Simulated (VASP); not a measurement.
# TiAl3 (Pmm2) in VASP: further runs

TiAl3 is run at these levels: LDA, r2SCAN; tasks: relaxation of cell and atoms, single point.

Everything below comes from runs of VASP 6.6.1. Logs are shortened: lines on timing, memory, paths and dates and some standing lists are left out, and cuts for length are marked.

## (1) The cell of the first run

It takes space group Pmm2 (No. 25, orthorhombic). Conventional cell: a = 2.840 Å, b = 4.681 Å, c = 4.901 Å, α = 90.00°, β = 90.00°, γ = 90.00°. Ti (site symmetry mm2) has 10 Al at 2.83 to 2.85 Å and 2 Ti at 2.84 Å within 3.7 Å. Al (site symmetry mm2) has 4 Ti at 2.83 to 2.84 Å and 8 Al at 2.84 to 2.86 Å within 3.7 Å. Within 3.7 Å of Al (site symmetry mm2) lie 8 Al at 2.81 to 2.86 Å and 4 Ti at 2.85 Å. Al (site symmetry mm2) has 10 Al at 2.81 to 2.86 Å and 2 Ti at 2.85 Å within 3.7 Å.

## (2) Relaxation of cell and atoms, LDA

Contents of INCAR:

```
ALGO = Fast
EDIFF = 1E-7
EDIFFG = -0.01
ENCUT = 600
GGA = CA
IBRION = 2
ISIF = 3
ISMEAR = 0
LASPH = T
LCHARG = F
LREAL = F
LWAVE = F
NELM = 80
NSW = 80
PREC = Accurate
SIGMA = 0.1
```

Contents of KPOINTS:

```
k-points
0
Gamma
  14 10 10
```

Contents of POSCAR:

```
TiAl3
1.0
    2.8396770000      0.0000000000      0.0000000000
    0.0000000000      4.6812640000      0.0000000000
    0.0000000000      0.0000000000      4.9007420000
Ti Al
1 3
Direct
    0.0000000000      0.5000000000      0.1659160000
    0.5000000000      0.5000000000      0.6672710000
    0.5000000000      0.0000000000      0.3309120000
    0.0000000000      0.0000000000      0.8359000000
```

Potentials or basis: VASP PAW LDA potentials, release 64 (Ti_sv, Al).

The run is started by

```bash
cat potpaw_LDA.64/Ti_sv/POTCAR potpaw_LDA.64/Al/POTCAR > POTCAR
mpirun -np 1 vasp_std > vasp.out
```

OUTCAR:

```text
EDIFF = 1E-7
   EDIFFG = -0.01
   ENCUT = 600
   GGA = CA
   IBRION = 2
   ISIF = 3
   ISMEAR = 0
   LASPH = T
   LREAL = F
   NELM = 80
   NSW = 80
   PREC = Accurate

 ion  position               nearest neighbor table
   1  0.000  0.500  0.166-   2 2.83   2 2.83   2 2.84   2 2.84   4 2.85   4 2.85   3 2.85   3 2.85
                             3 2.85   3 2.85
   2  0.500  0.500  0.667-   1 2.83   1 2.83   1 2.84   1 2.84   4 2.86   4 2.86   4 2.86   4 2.86
                             3 2.86   3 2.86
   3  0.500  0.000  0.331-   4 2.81   4 2.81   4 2.85   4 2.85   1 2.85   1 2.85   1 2.85   1 2.85
                             2 2.86   2 2.86
   4  0.000  0.000  0.836-   3 2.81   3 2.81   1 2.85   1 2.85   3 2.85   3 2.85   2 2.86   2 2.86
                             2 2.86   2 2.86

  LATTYP: Found a simple orthorhombic cell.
 ALAT       =     2.8396770000
 B/A-ratio  =     1.6485198845
 C/A-ratio  =     1.7258096607

  Lattice vectors:

 A1 = (   2.8396770000,   0.0000000000,   0.0000000000)
 A2 = (   0.0000000000,   4.6812640000,   0.0000000000)
 A3 = (   0.0000000000,   0.0000000000,   4.9007420000)

Analysis of symmetry for initial positions (statically):
=====================================================================
 Subroutine PRICEL returns:
 Original cell was already a primitive cell.

 Routine SETGRP: Setting up the symmetry group for a
 simple orthorhombic supercell.

 Subroutine GETGRP returns: Found  4 space group operations
 (whereof  4 operations were pure point group operations)
 out of a pool of  8 trial point group operations.

The static configuration has the point symmetry C_2v.

Analysis of symmetry for dynamics (positions and initial velocities):
=====================================================================
 Subroutine PRICEL returns:
 Original cell was already a primitive cell.

 Routine SETGRP: Setting up the symmetry group for a
 simple orthorhombic supercell.

 Subroutine GETGRP returns: Found  4 space group operations
 (whereof  4 operations were pure point group operations)
 out of a pool of  8 trial point group operations.

The dynamic configuration has the point symmetry C_2v.

 Subroutine INISYM returns: Found  4 space group operations
 (whereof  4 operations are pure point group operations),
 and found     1 'primitive' translations

----------------------------------------------------------------------------------------

                                     Primitive cell

  volume of cell :      65.1469

  direct lattice vectors                    reciprocal lattice vectors
     2.839677000  0.000000000  0.000000000     0.352152727  0.000000000  0.000000000
     0.000000000  4.681264000  0.000000000     0.000000000  0.213617519  0.000000000
     0.000000000  0.000000000  4.900742000     0.000000000  0.000000000  0.204050734

  length of vectors
     2.839677000  4.681264000  4.900742000     0.352152727  0.213617519  0.204050734

  position of ions in fractional coordinates (direct lattice)
     0.000000000  0.500000000  0.165916000
     0.500000000  0.500000000  0.667271000
     0.500000000  0.000000000  0.330912000
     0.000000000  0.000000000  0.835900000

  ion indices of the primitive-cell ions
   primitive index   ion index
                 1           1
                 2           2
                 3           3
                 4           4

----------------------------------------------------------------------------------------

 KPOINTS: k-points

Automatic generation of k-mesh.
 Grid dimensions read from file:
 generate k-points for:   14   10   10

 Generating k-lattice:

  Cartesian coordinates                     Fractional coordinates (reciprocal lattice)
     0.025153766  0.000000000  0.000000000     0.071428571  0.000000000  0.000000000
     0.000000000  0.021361752  0.000000000     0.000000000  0.100000000  0.000000000
     0.000000000  0.000000000  0.020405073     0.000000000  0.000000000  0.100000000

  Length of vectors
     0.025153766  0.021361752  0.020405073

[... 43 lines left out ...]
 non-spin polarized calculation
 RMM-DIIS sequential band-by-band and
 Gauss-broadening in eV      SIGMA  =   0.10
  energy-cutoff  :      600.00
  volume of cell :       65.15
 maximum number of plane-waves:      2195
 NGX is ok and might be reduce to    24
   NGX = 11   NGY = 19   NGZ = 19

--------------------------------------- Ionic step        1  -------------------------------------------

 number of electron      20.9999997 magnetization

 Free energy of the ion-electron system (eV)
  ---------------------------------------------------
  ext. energy  EPLUGINS =         0.00000000
  ---------------------------------------------------
  free energy    TOTEN  =       -22.08227289 eV

  energy without entropy =      -22.06818966  energy(sigma->0) =      -22.07523128

------------------------ aborting loop because EDIFF is reached ----------------------------------------

  FORCE on cell =-STRESS in cart. coord.  units (eV):
  Direction    XX          YY          ZZ          XY          YZ          ZX
  --------------------------------------------------------------------------------------
  -------------------------------------------------------------------------------------
  Total       -2.5468582     -1.6750024     -1.7368803      0.0000000      0.0000000      0.0000000
  in kB      -62.6356272    -41.1938223    -42.7156045      0.0000000      0.0000000      0.0000000
  external PRESSURE =     -48.8483513 kB  Pullay stress =       0.0000000 kB
[... 95 lines left out ...]
  FREE ENERGIE OF THE ION-ELECTRON SYSTEM (eV)
  ---------------------------------------------------
  free  energy   TOTEN  =       -22.1384834413 eV

  energy  without entropy=      -22.1257432066  energy(sigma->0) =      -22.13211332

[... ionic steps 4 to 9 ...]

--------------------------------------- Ionic step       10  -------------------------------------------

 number of electron      21.0000001 magnetization

------------------------ aborting loop because EDIFF is reached ----------------------------------------
[... 71 lines left out ...]
--------------------------------------- Ionic step       12  -------------------------------------------

 number of electron      21.0000001 magnetization

 Free energy of the ion-electron system (eV)
  ---------------------------------------------------
  ext. energy  EPLUGINS =         0.00000000
  ---------------------------------------------------
  free energy    TOTEN  =       -22.14201556 eV

  energy without entropy =      -22.12972549  energy(sigma->0) =      -22.13587053

 E-fermi :   8.3289     XC(G=0): -11.0237

 val. band max:        8.3258350108   @ k =   0.2143   0.2000   0.4000
 cond. band min:       8.3336988863   @ k =   0.1429   0.4000   0.5000
 fundamental gap:      0.0078638755
 Fermi energy:         8.3289335691

 k-point     1 :       0.0000    0.0000    0.0000
  band No.  band energies     occupation
      1     -47.3299      2.00000
      2     -24.0522      2.00000
      3     -24.0503      2.00000
      4     -23.6097      2.00000
      5      -2.0173      2.00000
      6       3.0691      2.00000
      7       4.4112      2.00000
      8       4.7526      2.00000
      9       5.6434      2.00000
     10       7.4482      2.00000
     11       7.8771      2.00000
     12      10.9031      0.00000
     13      10.9788      0.00000
     14      11.0747      0.00000
[... 377 lines left out ...]
      1     -47.2500      2.00000
      2     -24.2049      2.00000
      3     -23.9776      2.00000
      4     -23.9770      2.00000
      5       2.8691      2.00000
      6       2.9981      2.00000
      7       5.9712      2.00000
      8       6.1152      2.00000
      9       6.3127      2.00000
     10       8.4965      0.01778
     11       8.5254      0.00546
     12       8.7493      0.00000
     13       9.5934      0.00000
     14      10.4426      0.00000

 [... further k-points ...]

------------------------ aborting loop because EDIFF is reached ----------------------------------------

  FORCE on cell =-STRESS in cart. coord.  units (eV):
  Direction    XX          YY          ZZ          XY          YZ          ZX
  --------------------------------------------------------------------------------------
  -------------------------------------------------------------------------------------
  Total        0.0039505      0.0060357      0.0061306      0.0000000      0.0000000      0.0000000
  in kB        0.1022098      0.1561572      0.1586130      0.0000000      0.0000000      0.0000000
  external PRESSURE =       0.1389934 kB  Pullay stress =       0.0000000 kB
[... 19 lines left out ...]
  FREE ENERGIE OF THE ION-ELECTRON SYSTEM (eV)
  ---------------------------------------------------
  free  energy   TOTEN  =       -22.1420155637 eV

  energy  without entropy=      -22.1297254911  energy(sigma->0) =      -22.13587053

 reached required accuracy - stopping structural energy minimisation
```

Run time: 61 min. Hardware: 1 thread of Intel Xeon Platinum 8488C (Sapphire Rapids), shared host; peak memory 0.47 GiB.

What came out:

- Free energy: -22.1420 eV
- Relaxed volume: 15.48 Å³/atom
- Relaxed cell: a = 2.755 Å, b = 4.633 Å, c = 4.852 Å, α = 90.00°, β = 90.00°, γ = 90.00°
- Space group after relaxing (to 0.1 Å): Pmm2 (No. 25)
- Energy gained by relaxing: 14.9 meV/atom
- Ionic steps: 12
- Pressure after relaxing: 0.0 GPa
- Largest force after relaxing: 0.006 eV/Å
- Band gap on the k mesh: zero (an odd number of electrons rules out a gap without spin polarisation)

Forces on the atoms (eV/Å):
```
Ti   0.000  0.000 -0.001
Al   0.000  0.000  0.004
Al   0.000  0.000  0.003
Al   0.000  0.000 -0.006
```

The path:
```tsv
step	energy change (eV)	largest force (eV/Å)	pressure (GPa)	volume (Å³)
1	0.0000	0.0860	-4.88	65.15
2	-0.0468	0.0701	2.52	60.57
3	-0.0562	0.0558	0.18	61.82
4	-0.0562	0.0565	0.07	61.89
5	-0.0581	0.0579	0.00	61.92
6	-0.0587	0.0592	-0.04	61.96
7	-0.0591	0.0399	0.00	61.93
8	-0.0595	0.0299	0.14	61.85
9	-0.0597	0.0114	-0.14	62.02
10	-0.0597	0.0133	-0.10	61.98
11	-0.0597	0.0043	0.08	61.89
12	-0.0597	0.0063	0.01	61.93
```

Final structure:
```
CELL_PARAMETERS angstrom
2.75461 0.00000 0.00000
0.00000 4.63321 0.00000
0.00000 0.00000 4.85213
ATOMIC_POSITIONS crystal
Ti 0.00000 0.50000 0.16287
Al 0.50000 0.50000 0.66362
Al 0.50000 0.00000 0.33293
Al 0.00000 0.00000 0.84058
```

## (3) Single point, LDA

Contents of INCAR:

```
SYSTEM = TiAl3
PREC = Accurate
ENCUT = 520
EDIFF = 1E-6
ISMEAR = 0
SIGMA = 0.1
LREAL = .False.
LASPH = .True.
NELM = 60
ALGO = Fast
ISIF = 2
LWAVE = .False.
LCHARG = .False.
GGA = CA
NBANDS = 18
```

Contents of KPOINTS:

```
Automatic mesh
0
Gamma
  14 10 10
  0 0 0
```

POSCAR is that of step 2.

Potentials or basis: VASP PAW LDA potentials, release 64 (Ti_sv, Al).

The run is started by

```bash
cat potpaw_LDA.64/Ti_sv/POTCAR potpaw_LDA.64/Al/POTCAR > POTCAR
mpirun -np 1 vasp_std > vasp.out
```

Wall time 5.5 min (1 thread of Intel Xeon Platinum 8375C at 2.90GHz (Ice Lake), shared host); peak memory 0.4 GiB.

Results (log left out):

- Free energy: -22.0823 eV
- Pressure: -5.0 GPa
- Largest force: 0.085 eV/Å
- Band gap on the k mesh: zero (an odd number of electrons rules out a gap without spin polarisation)

Forces on the atoms (eV/Å):
```
Ti   0.000  0.000 -0.062
Al   0.000  0.000  0.010
Al   0.000  0.000 -0.033
Al   0.000  0.000  0.085
```

Stress tensor (GPa, compression positive):
```
-6.38  0.00  0.00
 0.00 -4.23  0.00
 0.00  0.00 -4.39
```

Levels at points of the mesh, in eV from the Fermi level:
| k point | band 7 | band 8 | band 9 | band 10 | band 11 | band 12 | band 13 | band 14 | band 15 | band 16 |
| --- | --- | --- | --- | --- | --- | --- | --- | --- | --- | --- |
| (0.00, 0.00, 0.00) | -3.78 | -3.41 | -2.60 | -0.75 | -0.37 | 2.30 | 2.37 | 2.72 | 2.85 | 3.05 |
| (0.50, 0.00, 0.00) | -2.12 | -1.92 | -1.71 | 0.37 | 0.59 | 0.79 | 1.43 | 1.55 | 2.20 | 2.64 |
| (0.00, 0.50, 0.00) | -3.45 | -3.08 | -1.95 | -1.42 | -0.14 | 2.21 | 2.32 | 2.63 | 3.10 | 4.70 |
| (0.50, 0.50, 0.00) | -3.61 | -3.29 | -1.65 | -0.46 | -0.31 | 0.78 | 1.17 | 1.35 | 3.46 | 3.81 |
| (0.00, 0.00, 0.50) | -3.33 | -2.23 | -2.08 | -0.97 | -0.28 | 2.19 | 2.26 | 2.38 | 3.25 | 4.05 |
| (0.50, 0.00, 0.50) | -3.79 | -3.40 | -1.29 | -0.17 | -0.12 | 0.58 | 1.24 | 1.94 | 3.27 | 3.70 |
| (0.00, 0.50, 0.50) | -6.97 | -4.71 | -0.16 | -0.03 | 0.75 | 2.22 | 2.24 | 3.73 | 4.97 | 5.24 |
| (0.50, 0.50, 0.50) | -3.48 | -3.22 | -2.72 | -2.71 | -0.71 | -0.16 | 1.02 | 2.04 | 2.31 | 2.51 |

Caveat: the cell stands under tension.

## (4) Single point, r2SCAN

POSCAR is that of step 3.

Contents of INCAR.step1:

```
PREC = Accurate ; ENCUT = 520
ISMEAR = 1 ; SIGMA = 0.05
LREAL = F ; LASPH = T
NELM = 60 ; NBANDS = 18
GGA = PE ; ALGO = Normal
EDIFF = 1E-4 ; LWAVE = T
LCHARG = F
```

Contents of INCAR.step2:

```
PREC = Accurate ; ENCUT = 520
EDIFF = 1E-7 ; ISMEAR = 1
SIGMA = 0.05 ; LREAL = F
LASPH = T ; NELM = 60
ALGO = Normal ; ISIF = 2
LWAVE = F ; LCHARG = T
METAGGA = R2SCAN ; LMIXTAU = T
LELF = T ; LVHAR = T
NBANDS = 18 ; ISTART = 1
```

Contents of KPOINTS:

```
Automatic mesh
0
Gamma
  14 10 10
```

Potentials or basis: VASP PAW PBE potentials, release 64 (Ti_sv, Al).

The run is started by

```bash
cat potpaw_PBE.64/Ti_sv/POTCAR potpaw_PBE.64/Al/POTCAR > POTCAR
cp INCAR.step1 INCAR
mpirun -np 1 vasp_std > vasp.out
cp INCAR.step2 INCAR
mpirun -np 1 vasp_std > vasp.out
```

Run time: 13 min. Hardware: 1 thread of AMD EPYC 9R45 (Zen 5), shared host; peak memory 0.4 GiB.

Results (log left out):

| Property | Result |
| --- | --- |
| Free energy | -34.1973 eV |
| Pressure | -2.3 GPa |
| Largest force | 0.043 eV/Å |
| Band gap on the k mesh | zero (an odd number of electrons rules out a gap without spin polarisation) |

Forces on the atoms (eV/Å):
```
Ti   0.000  0.000 -0.016
Al   0.000  0.000 -0.021
Al   0.000  0.000  0.043
Al   0.000  0.000 -0.007
```

Stress tensor (GPa, compression positive):
```
-3.91  0.00  0.00
 0.00 -1.62  0.00
 0.00  0.00 -1.29
```

Levels at points of the mesh, in eV from the Fermi level:
| k point | band 8 | band 9 | band 10 | band 11 | band 12 | band 13 | band 14 | band 15 |
| --- | --- | --- | --- | --- | --- | --- | --- | --- |
| (0.00, 0.00, 0.00) | -3.84 | -2.78 | -0.81 | -0.41 | 2.58 | 2.63 | 2.85 | 2.88 |
| (0.50, 0.00, 0.00) | -2.10 | -1.84 | 0.42 | 0.64 | 0.71 | 1.37 | 1.63 | 2.50 |
| (0.00, 0.50, 0.00) | -3.27 | -2.20 | -1.66 | -0.14 | 2.47 | 2.59 | 2.89 | 3.30 |
| (0.50, 0.50, 0.00) | -3.52 | -1.74 | -0.50 | -0.27 | 0.86 | 1.15 | 1.39 | 3.48 |
| (0.00, 0.00, 0.50) | -2.34 | -2.18 | -1.27 | -0.31 | 2.44 | 2.46 | 2.65 | 3.40 |
| (0.50, 0.00, 0.50) | -3.71 | -1.36 | -0.20 | -0.06 | 0.63 | 1.21 | 2.13 | 3.43 |
| (0.00, 0.50, 0.50) | -5.16 | -0.19 | 0.00 | 0.85 | 2.50 | 2.50 | 3.91 | 5.35 |
| (0.50, 0.50, 0.50) | -3.48 | -3.06 | -2.92 | -1.00 | -0.21 | 1.13 | 2.26 | 2.60 |

Caveat: the PAW data sets were made with another functional, which shifts forces and pressure a little.

## (5) Single point, r2SCAN

POSCAR is that of step 4.

Contents of INCAR.step1:

```
PREC = Accurate
ENCUT = 520
ISMEAR = 1
SIGMA = 0.1
LREAL = False
LASPH = True
NELM = 60
NBANDS = 18
GGA = PE
ALGO = Normal
EDIFF = 1E-4
LWAVE = True
LCHARG = False
```

Contents of INCAR.step2:

```
PREC = Accurate
ENCUT = 520
EDIFF = 1E-6
ISMEAR = 1
SIGMA = 0.1
LREAL = False
LASPH = True
NELM = 60
ALGO = Normal
ISIF = 2
LWAVE = False
LCHARG = True
METAGGA = R2SCAN
LMIXTAU = True
LELF = True
LVHAR = True
NBANDS = 18
ISTART = 1
```

Contents of KPOINTS:

```
regular mesh
0
Gamma
  14 10 10
```

The run is started by

```bash
cat potpaw_PBE.64/Ti_sv/POTCAR potpaw_PBE.64/Al/POTCAR > POTCAR
cp INCAR.step1 INCAR
mpirun -np 1 vasp_std > vasp.out
cp INCAR.step2 INCAR
mpirun -np 1 vasp_std > vasp.out
```

It took 12 min on 1 thread of AMD EPYC 9R45 (Zen 5), shared host; peak memory 0.39 GiB.

It converged, with:

- Free energy: -34.1969 eV
- Pressure: -2.3 GPa
- Largest force: 0.047 eV/Å
- Band gap on the k mesh: zero (an odd number of electrons rules out a gap without spin polarisation)

Forces in eV/Å, atoms in the order of the input:
```
Ti   0.000  0.000 -0.015
Al   0.000  0.000 -0.022
Al   0.000  0.000  0.047
Al   0.000  0.000 -0.010
```

Stress tensor (GPa, compression positive):
```
-3.90  0.00  0.00
 0.00 -1.60  0.00
 0.00  0.00 -1.33
```

Levels at points of the mesh, in eV from the Fermi level:
| k point | band 9 | band 10 | band 11 | band 12 | band 13 | band 14 |
| --- | --- | --- | --- | --- | --- | --- |
| (0.00, 0.00, 0.00) | -2.77 | -0.81 | -0.41 | 2.58 | 2.64 | 2.85 |
| (0.50, 0.00, 0.00) | -1.84 | 0.42 | 0.65 | 0.71 | 1.37 | 1.63 |
| (0.00, 0.50, 0.00) | -2.20 | -1.66 | -0.14 | 2.47 | 2.59 | 2.89 |
| (0.50, 0.50, 0.00) | -1.74 | -0.50 | -0.27 | 0.87 | 1.16 | 1.40 |
| (0.00, 0.00, 0.50) | -2.18 | -1.27 | -0.30 | 2.44 | 2.47 | 2.65 |
| (0.50, 0.00, 0.50) | -1.36 | -0.20 | -0.06 | 0.63 | 1.21 | 2.13 |
| (0.00, 0.50, 0.50) | -0.18 | 0.00 | 0.86 | 2.50 | 2.50 | 3.91 |
| (0.50, 0.50, 0.50) | -3.06 | -2.92 | -1.00 | -0.21 | 1.13 | 2.27 |

Caveat: the PAW data sets were made with another functional, which shifts forces and pressure a little.

## (6) Overview

| task | level | potentials or basis | cell | cutoff (eV) | smearing | gap on the mesh (eV) | pressure (GPa) | largest force (eV/Å) |
| --- | --- | --- | --- | --- | --- | --- | --- | --- |
| relaxation of cell and atoms | LDA | VASP PAW LDA potentials, release 64 (Ti_sv, Al) | relaxed | 600 | gaussian 0.1 eV | none | 0.0 | 0.01 |
| single point | LDA | VASP PAW LDA potentials, release 64 (Ti_sv, Al) | as given | 520 | gaussian 0.1 eV | none | -5.0 | 0.09 |
| single point | r2SCAN | VASP PAW PBE potentials, release 64 (Ti_sv, Al) | as given | 520 | methfessel-paxton 0.05 eV | none | -2.3 | 0.04 |
| single point | r2SCAN | VASP PAW PBE potentials, release 64 (Ti_sv, Al) | as given | 520 | methfessel-paxton 0.1 eV | none | -2.3 | 0.05 |

Alike in all rows: no spin polarisation; k mesh 14 × 10 × 10.

Caveats: the PAW data sets were made with another functional, which shifts forces and pressure a little (at least some runs); the cell stands under tension (at least some runs).

Absolute energies hang on the potentials; compare differences alone.
